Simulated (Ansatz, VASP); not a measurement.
# ZrS2: VASP beside Ansatz

```
Zr S
1.0
     3.56707    0.00000    0.00000
    -1.78354    3.08917    0.00000
     0.00000    0.00000    5.85714
Zr S
1 2
Direct
  0.00000 0.00000 0.00000
  0.66667 0.33333 0.74575
  0.33333 0.66667 0.25425
```

Change from the starting cell: biaxial_xy strain -2.9%.

Alike in both runs: task single point; functional HSE06; k mesh 6 × 6 × 4; no spin polarisation.

```csv
,VASP,Ansatz
version,VASP 6.6.1,Ansatz 0.2.0
potentials or method,"VASP PAW PBE potentials, release 64 (Zr_sv, S)","plane waves, PAW"
plane-wave cutoff (eV),400,420
occupations,"gaussian, width 0.01 eV",fixed
valence electrons in the cell,24,24
```

|  | VASP | Ansatz | Ansatz less VASP |
| --- | --- | --- | --- |
| gap on the k mesh at the Fermi level (eV) | 1.40 | 1.41 | +0.008 |
| pressure (GPa) | 3.8 | 4.0 | +0.13 |
| traceless stress, the component that is largest in VASP (GPa) | -2.97 | -3.01 | -0.045 |
| rms of the force components (eV/Å) | 0.094 | 0.095 | +0.0017 |

Atom by atom the forces differ by 0.002 eV/Å (rms over components). Ansatz's warnings: stress exchange threshold loose, stress scf threshold loose.
